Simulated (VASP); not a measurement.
# Sb2Se3 (R-3m) in VASP: further runs, part 2 of 2

VASP 6.6.1.

### 4 Single point, r2SCAN (strain +5.0%)

Input file POSCAR:

```
Sb2Se3
1.0
    2.1138450509      1.2204290092     10.1470024573
   -2.1138450509      1.2204290092     10.1470024573
    0.0000000000     -2.4408580184     10.1470024573
Sb Se
2 3
Direct
    0.3933005618      0.3933005618      0.3933005618
    0.6066994382      0.6066994382      0.6066994382
    0.2250514185      0.2250514185      0.2250514185
    0.7749485815      0.7749485815      0.7749485815
    0.0000000000      0.0000000000      0.0000000000
```

Input file INCAR.step1:

```
SYSTEM = Sb2Se3
  PREC = Accurate
  ENCUT = 520
  ISMEAR = -1
  SIGMA = 0.02
  LREAL = .False.
  LASPH = .True.
  NELM = 100
  NBANDS = 22
  GGA = PE
  ALGO = Normal
  EDIFF = 1E-4
  LWAVE = .True.
  LCHARG = .False.
```

Input file INCAR.step2:

```
SYSTEM = Sb2Se3
  PREC = Accurate
  ENCUT = 520
  EDIFF = 1E-7
  ISMEAR = -1
  SIGMA = 0.02
  LREAL = .False.
  LASPH = .True.
  NELM = 100
  ALGO = Normal
  ISIF = 2
  LWAVE = .False.
  LCHARG = .True.
  METAGGA = R2SCAN
  LMIXTAU = .True.
  LELF = .True.
  LVHAR = .True.
  NBANDS = 22
  ISTART = 1
```

Input file KPOINTS:

```
regular mesh
0
Gamma
  8 8 8
  0 0 0
```

Potentials or basis: VASP PAW PBE potentials, release 64 (Sb, Se).

The run is started by

```sh
$ cat potpaw_PBE.64/Sb/POTCAR potpaw_PBE.64/Se/POTCAR > POTCAR
$ cp INCAR.step1 INCAR
$ mpirun -np 1 vasp_std > vasp.out
$ cp INCAR.step2 INCAR
$ mpirun -np 1 vasp_std > vasp.out
```

OUTCAR:

```text
SYSTEM = Sb2Se3
   PREC = Accurate
   ENCUT = 520
   EDIFF = 1E-7
   ISMEAR = -1
   LREAL = .False.
   LASPH = .True.
   NELM = 100
   ISIF = 2
   METAGGA = R2SCAN
   ISTART = 1

 ion  position               nearest neighbor table
   1  0.393  0.393  0.393-   4 2.85   4 2.85   4 2.85   5 3.05   5 3.05   5 3.05
   2  0.607  0.607  0.607-   3 2.85   3 2.85   3 2.85   5 3.05   5 3.05   5 3.05
   3  0.225  0.225  0.225-   2 2.85   2 2.85   2 2.85
   4  0.775  0.775  0.775-   1 2.85   1 2.85   1 2.85
   5  0.000  0.000  0.000-   2 3.05   2 3.05   1 3.05   1 3.05   2 3.05   1 3.05

  LATTYP: Found a trigonal (rhomboedric) cell.
 ALAT       =    10.4364479941
 COS(alpha) =     0.9179514580

  Lattice vectors:

 A1 = (   2.1138450509,   1.2204290092,  10.1470024573)
 A2 = (  -2.1138450509,   1.2204290092,  10.1470024573)
 A3 = (   0.0000000000,  -2.4408580184,  10.1470024573)

Analysis of symmetry for initial positions (statically):
=====================================================================
 Subroutine PRICEL returns:
 Original cell was already a primitive cell.

 Routine SETGRP: Setting up the symmetry group for a
 trigonal (rhombohedral) supercell.

 Subroutine GETGRP returns: Found 12 space group operations
 (whereof 12 operations were pure point group operations)
 out of a pool of 12 trial point group operations.

The static configuration has the point symmetry D_3d.

Analysis of symmetry for dynamics (positions and initial velocities):
=====================================================================
 Subroutine PRICEL returns:
 Original cell was already a primitive cell.

 Routine SETGRP: Setting up the symmetry group for a
 trigonal (rhombohedral) supercell.

 Subroutine GETGRP returns: Found 12 space group operations
 (whereof 12 operations were pure point group operations)
 out of a pool of 12 trial point group operations.

[... 125 lines left out ...]
     AMIX     =   0.40;   BMIX     =  1.00
     AMIX_MAG =   1.60;   BMIX_MAG =  1.00
  volume/ion in A,a.u.               =      31.41       211.98
  Fermi-wavevector in a.u.,A,eV,Ry     =   0.921374  1.741144 11.550394  0.848930
  Thomas-Fermi vector in A             =   2.046783
   LORBIT       =      0    0 simple, 1 ext, 2 COOP (PROOUT), +10 PAW based schemes
   METAGGA = R2SCAN    functional components
   LHFCALC =     F    Hartree Fock is set to
   AEXX    =    0.0000 exact exchange contribution
   IVDW    =     0    specifies the selected vdW correction
   LEPSILON=     F    determine dielectric tensor
   LRPA    =     F    only Hartree local field effects (RPA)
 non-spin polarized calculation
  energy-cutoff  :      520.00
  volume of cell :      157.06
 maximum number of plane-waves:      4256
 NGX is ok and might be reduce to    80
   NGX = 39   NGY = 39   NGZ = 39

 number of electron      27.9999999 magnetization

 Free energy of the ion-electron system (eV)
  ---------------------------------------------------
  ext. energy  EPLUGINS =         0.00000000
  ---------------------------------------------------
  free energy    TOTEN  =       -95.47396191 eV

  energy without entropy =      -95.47394836  energy(sigma->0) =      -95.47395513

 E-fermi :   3.2195     XC(G=0):  -9.0243

 val. band max:        3.0841287994   @ k =   0.5000   0.2500   0.2500
 cond. band min:       3.3214530178   @ k =   0.0000   0.0000   0.0000
 fundamental gap:      0.2373242184
 Fermi energy:         3.2195355113

 k-point     1 :       0.0000    0.0000    0.0000
  band No.  band energies     occupation
      1     -11.1253      2.00000
      2     -10.5206      2.00000
      3      -9.7805      2.00000
      4      -5.3403      2.00000
      5      -4.1082      2.00000
      6       1.0043      2.00000
[... 589 lines left out ...]
     21       8.3394      0.00000
     22       9.9690      0.00000

 [... further k-points ...]

------------------------ aborting loop because EDIFF is reached ----------------------------------------

  FORCE on cell =-STRESS in cart. coord.  units (eV):
  Direction    XX          YY          ZZ          XY          YZ          ZX
  --------------------------------------------------------------------------------------
  -------------------------------------------------------------------------------------
  Total       -3.9326075     -3.9326075     -0.7296321      0.0000000      0.0000000      0.0000000
  in kB      -40.1158962    -40.1158962     -7.4428600      0.0000000      0.0000000      0.0000000
  external PRESSURE =     -29.2248842 kB  Pullay stress =       0.0000000 kB

 VOLUME and BASIS-vectors are now :
 -----------------------------------------------------------------------------
  energy-cutoff  :      520.00
  volume of cell :      157.06
      direct lattice vectors                 reciprocal lattice vectors
     2.113845051  1.220429009 10.147002457     0.236535786  0.136564000  0.032850424
    -2.113845051  1.220429009 10.147002457    -0.236535786  0.136564000  0.032850424
     0.000000000 -2.440858018 10.147002457     0.000000000 -0.273127999  0.032850424

 POSITION                                       TOTAL-FORCE (eV/Angst)
 -----------------------------------------------------------------------------------
      0.00000      0.00000     11.97247         0.000000      0.000000      0.045384
      0.00000      0.00000     18.46854         0.000000     -0.000000     -0.045384
      0.00000      0.00000      6.85079         0.000000      0.000000      0.041721
      0.00000      0.00000     23.59022         0.000000      0.000000     -0.041721
      0.00000      0.00000      0.00000         0.000000     -0.000000     -0.000000
 -----------------------------------------------------------------------------------
    total drift:                                0.000000     -0.000000      0.000000

  FREE ENERGIE OF THE ION-ELECTRON SYSTEM (eV)
  ---------------------------------------------------
  free  energy   TOTEN  =       -95.4739619105 eV

  energy  without entropy=      -95.4739483589  energy(sigma->0) =      -95.47395513
```

OSZICAR.step1:

```text
N       E                     dE             d eps       ncg     rms          rms(c)
DAV:   1     0.139687105758E+03    0.13969E+03   -0.10275E+04  2860   0.103E+03
DAV:   2    -0.717571054218E+01   -0.14686E+03   -0.14116E+03  3800   0.169E+02
DAV:   3    -0.204161412950E+02   -0.13240E+02   -0.13005E+02  3538   0.547E+01
DAV:   4    -0.206429448105E+02   -0.22680E+00   -0.22641E+00  3146   0.822E+00
DAV:   5    -0.206460746362E+02   -0.31298E-02   -0.31294E-02  3598   0.102E+00    0.538E+00
DAV:   6    -0.199781191173E+02    0.66796E+00   -0.18099E+00  3238   0.520E+00    0.350E+00
DAV:   7    -0.199826951624E+02   -0.45760E-02   -0.27569E-01  3280   0.259E+00    0.160E+00
DAV:   8    -0.199879589807E+02   -0.52638E-02   -0.31394E-02  3376   0.875E-01    0.589E-01
DAV:   9    -0.199891689920E+02   -0.12100E-02   -0.26093E-03  3118   0.324E-01    0.166E-01
DAV:  10    -0.199893969923E+02   -0.22800E-03   -0.60931E-04  3436   0.159E-01    0.684E-02
DAV:  11    -0.199894655661E+02   -0.68574E-04   -0.15734E-04  2054   0.734E-02
   1 F= -.19989466E+02 E0= -.19989271E+02  d E =-.388438E-03
```

It took 40 min on 1 thread of Intel Xeon 6975P-C (Granite Rapids), shared host; peak memory 1.2 GiB.

What came out:

```yaml
Free_energy: -95.4740 eV
Pressure: -2.9 GPa
Largest_force: 0.045 eV/Å
Band_gap_on_the_k_mesh: 0.24 eV, indirect (least direct gap 0.49 eV)
```

Forces on the atoms (eV/Å):
```
Sb   0.000  0.000  0.045
Sb   0.000  0.000 -0.045
Se   0.000  0.000  0.042
Se   0.000  0.000 -0.042
Se   0.000  0.000  0.000
```

Caveat: the cell differs from its parent crystal (strain +5.0%); the PAW data sets were made with another functional, which shifts forces and pressure a little; spin-orbit coupling is left out, which moves the levels of the heavy elements. A k mesh can miss the band edges.

### 5 Overview

```csv
level,cell,gap on the mesh (eV),pressure (GPa),largest force (eV/Å)
PBE,"a = 9.939 Å, angles 23.4°, 5 atoms",0.01,2.1,0.18
PBE,"a = 10.436 Å, angles 23.4°, 5 atoms",0.06,-1.7,0.09
r2SCAN,"a = 10.436 Å, angles 23.4°, 5 atoms",0.24,-2.9,0.05
```

Alike in all rows: task single point; potentials or basis VASP PAW PBE potentials, release 64 (Sb, Se); no spin polarisation; k mesh 8 × 8 × 8; cutoff (eV) 520; smearing fermi-dirac 0.02 eV.

Caveats: spin-orbit coupling is left out, which moves the levels of the heavy elements; the PAW data sets were made with another functional, which shifts forces and pressure a little (some runs).

Absolute energies hang on the potentials; compare differences alone.
